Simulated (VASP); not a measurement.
# VOs (Pm-3m) in VASP: further runs

VOs is run at these levels: LDA; tasks: single point.

All numbers are computed with VASP 6.6.1; they aren't measurements. Logs are shortened: lines on timing, memory, paths and dates and some standing lists are left out, and cuts for length are marked.

### 1 The cell of the first run

The structure is cubic, space group Pm-3m (No. 221). The conventional cell has a = 3.017 Å, b = 3.017 Å, c = 3.017 Å, α = 90.00°, β = 90.00°, γ = 90.00°. Within 3.4 Å of V (site symmetry m-3m) lie 8 Os at 2.61 Å and 6 V at 3.02 Å. Os (site symmetry m-3m) has 8 V at 2.61 Å and 6 Os at 3.02 Å within 3.4 Å.

### 2 Single point, LDA, collinear spin, zero start

Input file INCAR:

```
SYSTEM = VOs
ALGO = Normal
EDIFF = 1E-6
ENCUT = 520
GGA = CA
ISIF = 2
ISMEAR = -1
ISPIN = 2
LASPH = .True.
LCHARG = .False.
LMAXMIX = 4
LORBIT = 11
LREAL = .False.
LWAVE = .False.
MAGMOM = 0 0
NBANDS = 22
NELM = 150
NUPDOWN = 0.0
PREC = Accurate
SIGMA = 0.1
```

Input file KPOINTS:

```
k-points
0
Gamma
  11 11 11
  0 0 0
```

Input file POSCAR:

```
VOs
1.0
    3.0165740000      0.0000000000      0.0000000000
    0.0000000000      3.0165740000      0.0000000000
    0.0000000000      0.0000000000      3.0165740000
V Os
1 1
Direct
    0.0000000000      0.0000000000      0.0000000000
    0.5000000000      0.5000000000      0.5000000000
```

Potentials or basis: VASP PAW LDA potentials, release 64 (V_sv, Os).

Run with:

```bash
> cat potpaw_LDA.64/V_sv/POTCAR potpaw_LDA.64/Os/POTCAR > POTCAR
> mpirun -np 1 vasp_std > vasp.out
```

OUTCAR:

```text
SYSTEM = VOs
   EDIFF = 1E-6
   ENCUT = 520
   GGA = CA
   ISIF = 2
   ISMEAR = -1
   ISPIN = 2
   LASPH = .True.
   LORBIT = 11
   LREAL = .False.
   NELM = 150
   NUPDOWN = 0.0
   PREC = Accurate

 ion  position               nearest neighbor table
   1  0.000  0.000  0.000-   2 2.61   2 2.61   2 2.61   2 2.61   2 2.61   2 2.61   2 2.61   2 2.61

   2  0.500  0.500  0.500-   1 2.61   1 2.61   1 2.61   1 2.61   1 2.61   1 2.61   1 2.61   1 2.61

  LATTYP: Found a simple cubic cell.
 ALAT       =     3.0165740000

  Lattice vectors:

 A1 = (   3.0165740000,   0.0000000000,   0.0000000000)
 A2 = (   0.0000000000,   3.0165740000,   0.0000000000)
 A3 = (   0.0000000000,   0.0000000000,   3.0165740000)

Analysis of symmetry for initial positions (statically):
=====================================================================
 Subroutine PRICEL returns:
 Original cell was already a primitive cell.

 Routine SETGRP: Setting up the symmetry group for a
 simple cubic supercell.

 Subroutine GETGRP returns: Found 48 space group operations
 (whereof 48 operations were pure point group operations)
 out of a pool of 48 trial point group operations.

The static configuration has the point symmetry O_h .

Analysis of symmetry for dynamics (positions and initial velocities):
=====================================================================
 Subroutine PRICEL returns:
 Original cell was already a primitive cell.

 Routine SETGRP: Setting up the symmetry group for a
 simple cubic supercell.

 Subroutine GETGRP returns: Found 48 space group operations
 (whereof 48 operations were pure point group operations)
 out of a pool of 48 trial point group operations.

The dynamic configuration has the point symmetry O_h .

Analysis of structural, dynamic, and magnetic symmetry:
=====================================================================
 Subroutine PRICEL returns:
 Original cell was already a primitive cell.

 Routine SETGRP: Setting up the symmetry group for a
 simple cubic supercell.

 Subroutine GETGRP returns: Found 48 space group operations
 (whereof 48 operations were pure point group operations)
 out of a pool of 48 trial point group operations.

The overall configuration has the point symmetry O_h .

 Subroutine INISYM returns: Found 48 space group operations
 (whereof 48 operations are pure point group operations),
 and found     1 'primitive' translations

----------------------------------------------------------------------------------------

                                     Primitive cell

  volume of cell :      27.4500

[... 108 lines left out ...]
     AMIX_MAG =   1.60;   BMIX_MAG =  1.00
  volume/ion in A,a.u.               =      13.72        92.62
  Fermi-wavevector in a.u.,A,eV,Ry     =   1.497272  2.829433 30.501847  2.241823
  Thomas-Fermi vector in A             =   2.609181
   LORBIT       =     11    0 simple, 1 ext, 2 COOP (PROOUT), +10 PAW based schemes
   GGA     = CA    functional components
   LHFCALC =     F    Hartree Fock is set to
   AEXX    =    0.0000 exact exchange contribution
   IVDW    =     0    specifies the selected vdW correction
   LEPSILON=     F    determine dielectric tensor
   LRPA    =     F    only Hartree local field effects (RPA)
 spin polarized calculation
  energy-cutoff  :      520.00
  volume of cell :       27.45
 maximum number of plane-waves:       752
 NGX is ok and might be reduce to    24
   NGX = 11   NGY = 11   NGZ = 11

 number of electron      20.9999994 magnetization      -0.0000000

 number of electron      20.9999994 magnetization       0.0000000

 Free energy of the ion-electron system (eV)
  ---------------------------------------------------
  ext. energy  EPLUGINS =         0.00000000
  ---------------------------------------------------
  free energy    TOTEN  =       -23.03657180 eV

  energy without entropy =      -22.95116984  energy(sigma->0) =      -22.99387082

 E-fermi :   9.9546     XC(G=0): -13.7407

 val. band max:        9.9528049194   @ k =   0.3636   0.2727   0.0909
 cond. band min:       9.9758873625   @ k =   0.2727   0.0909   0.0909
 fundamental gap:      0.0230824431
 Fermi energy:         9.9546262872

 spin component 1

 k-point     1 :       0.0000    0.0000    0.0000
  band No.  band energies     occupation
      1     -54.0989      1.00000
      2     -28.2876      1.00000
      3     -28.2876      1.00000
      4     -28.2876      1.00000
      5       0.6033      1.00000
      6       3.8726      1.00000
[... 589 lines left out ...]
     21      28.7320      0.00000
     22      29.9056      0.00000

 [... further k-points ...]

 spin component 2

 k-point     1 :       0.0000    0.0000    0.0000
  band No.  band energies     occupation
      1     -54.0989      1.00000
      2     -28.2876      1.00000
      3     -28.2876      1.00000
      4     -28.2876      1.00000
      5       0.6033      1.00000
      6       3.8726      1.00000
[... 589 lines left out ...]
     21      28.7320      0.00000
     22      29.9056      0.00000

 [... further k-points ...]
[... 5 lines left out ...]
  --------------------------------------------------------------------------------------
  -------------------------------------------------------------------------------------
  Total       -2.3108640     -2.3108640     -2.3108640      0.0000000      0.0000000     -0.0000000
  in kB     -134.8785915   -134.8785915   -134.8785915      0.0000000      0.0000000     -0.0000000
  external PRESSURE =    -134.8785915 kB  Pullay stress =       0.0000000 kB

 VOLUME and BASIS-vectors are now :
 -----------------------------------------------------------------------------
  energy-cutoff  :      520.00
  volume of cell :       27.45
      direct lattice vectors                 reciprocal lattice vectors
     3.016574000  0.000000000  0.000000000     0.331501896  0.000000000  0.000000000
     0.000000000  3.016574000  0.000000000     0.000000000  0.331501896  0.000000000
     0.000000000  0.000000000  3.016574000     0.000000000  0.000000000  0.331501896

 POSITION                                       TOTAL-FORCE (eV/Angst)
 -----------------------------------------------------------------------------------
      0.00000      0.00000      0.00000         0.000000      0.000000      0.000000
      1.50829      1.50829      1.50829         0.000000      0.000000      0.000000
 -----------------------------------------------------------------------------------
    total drift:                               -0.000000      0.000000      0.000000

  FREE ENERGIE OF THE ION-ELECTRON SYSTEM (eV)
  ---------------------------------------------------
  free  energy   TOTEN  =       -23.0365718034 eV

  energy  without entropy=      -22.9511698380  energy(sigma->0) =      -22.99387082

 total charge

# of ion       s       p       d       tot
------------------------------------------
    1        2.319   6.283   3.053  11.655
    2        0.683   0.670   6.192   7.545
--------------------------------------------------
tot          3.002   6.954   9.244  19.200

 magnetization (x)

# of ion       s       p       d       tot
------------------------------------------
    1        0.000   0.000   0.000   0.000
    2        0.000   0.000  -0.000  -0.000
--------------------------------------------------
tot          0.000   0.000  -0.000  -0.000
```

Wall time 20 s (1 thread of Intel Xeon 6975P-C (Granite Rapids), shared host); peak memory 0.17 GiB.

What came out:

- Free energy: -23.0366 eV
- Pressure: -13.5 GPa
- Net moment: 0.00 μB per cell
- Valence electrons inside the program's atomic spheres: V 11.65; Os 7.54

Caveat: spin-orbit coupling is left out, which moves the levels of the heavy elements; the total moment is fixed, so each spin has its own Fermi level.

### 3 Single point, LDA, collinear spin, ferromagnetic start

Input file INCAR:

```
SYSTEM = VOs
ALGO     = Normal         ! electronic algorithm
EDIFF    = 1E-7           ! SCF threshold, eV
ENCUT    = 520            ! plane-wave cutoff, eV
GGA      = CA             ! functional
ISIF     = 2              ! what is computed and relaxed
ISMEAR   = -1             ! smearing method
ISPIN    = 2              ! spin polarisation
LASPH    = .TRUE.         ! aspherical terms in the spheres
LCHARG   = .TRUE.         ! write CHGCAR
LELF     = .TRUE.         ! ELF
LMAXMIX  = 4              ! l up to which the mixer works
LORBIT   = 11             ! projections on sites
LREAL    = .FALSE.        ! projectors in reciprocal space
LVHAR    = .TRUE.       
LWAVE    = .FALSE.        ! write WAVECAR
MAGMOM   = 0.38 0.01      ! initial moments
NBANDS   = 22             ! bands
NELM     = 150            ! most SCF steps
NUPDOWN  = 0.4            ! fixed moment
PREC     = Accurate       ! precision mode
SIGMA    = 0.1            ! smearing width, eV
```

Input file KPOINTS:

```
k-points
0
G
  11 11 11
  0 0 0
```

POSCAR is that of step 2.

Potentials or basis: VASP PAW LDA potentials, release 64 (V_sv, Os).

Run with:

```bash
> cat potpaw_LDA.64/V_sv/POTCAR potpaw_LDA.64/Os/POTCAR > POTCAR
> mpirun -np 1 vasp_std > vasp.out
```

Wall time 24 s (1 thread of Intel Xeon 6975P-C (Granite Rapids), shared host); peak memory 0.16 GiB.

It converged, with:

```
Free energy                                           : -23.0268 eV
Pressure                                              : -13.1 GPa
Net moment                                            : 0.40 μB per cell
Site moments                                          : V +0.35; Os +0.01 μB
Valence electrons inside the program's atomic spheres : V 11.66; Os 7.55
```

Caveat: spin-orbit coupling is left out, which moves the levels of the heavy elements; the total moment is fixed, so each spin has its own Fermi level.

### 4 Single point, LDA, collinear spin, ferromagnetic start

Input file INCAR:

```
  PREC = Accurate
  ENCUT = 520
  EDIFF = 1E-6
  ISMEAR = -1
  SIGMA = 0.1
  LREAL = False
  LASPH = True
  NELM = 150
  ALGO = Normal
  ISIF = 2
  LWAVE = False
  LCHARG = False
  ISPIN = 2
  MAGMOM = 0.66 0.02
  LORBIT = 11
  NUPDOWN = 0.7
  LMAXMIX = 4
  NBANDS = 22
```

Input file KPOINTS:

```
regular mesh
0
Gamma
  11 11 11
```

POSCAR is that of step 3.

Run with:

```bash
> cat potpaw_LDA.64/V_sv/POTCAR potpaw_LDA.64/Os/POTCAR > POTCAR
> mpirun -np 1 vasp_std > vasp.out
```

It took 20 s on 1 thread of Intel Xeon 6975P-C (Granite Rapids), shared host; peak memory 0.17 GiB.

The run converged. Its results:

* Free energy: -23.0006 eV
* Pressure: -12.5 GPa
* Net moment: 0.70 μB per cell
* Site moments: V +0.61; Os +0.03 μB
* Valence electrons inside the program's atomic spheres: V 11.66; Os 7.55

Caveat: spin-orbit coupling is left out, which moves the levels of the heavy elements; the total moment is fixed, so each spin has its own Fermi level.

### 5 Summary

| spin | fixed moment (μB) | pressure (GPa) | moment (μB) |
| --- | --- | --- | --- |
| collinear, zero start | 0.0 | -13.5 | 0.00 |
| collinear, ferromagnetic start | 0.4 | -13.1 | 0.40 |
| collinear, ferromagnetic start | 0.7 | -12.5 | 0.70 |

Alike in all rows: task single point; level LDA; potentials or basis VASP PAW LDA potentials, release 64 (V_sv, Os); cell as given; k mesh 11 × 11 × 11; cutoff (eV) 520; smearing fermi-dirac 0.1 eV.

Caveats: spin-orbit coupling is left out, which moves the levels of the heavy elements; the total moment is fixed, so each spin has its own Fermi level.

Absolute energies hang on the potentials; compare differences alone.
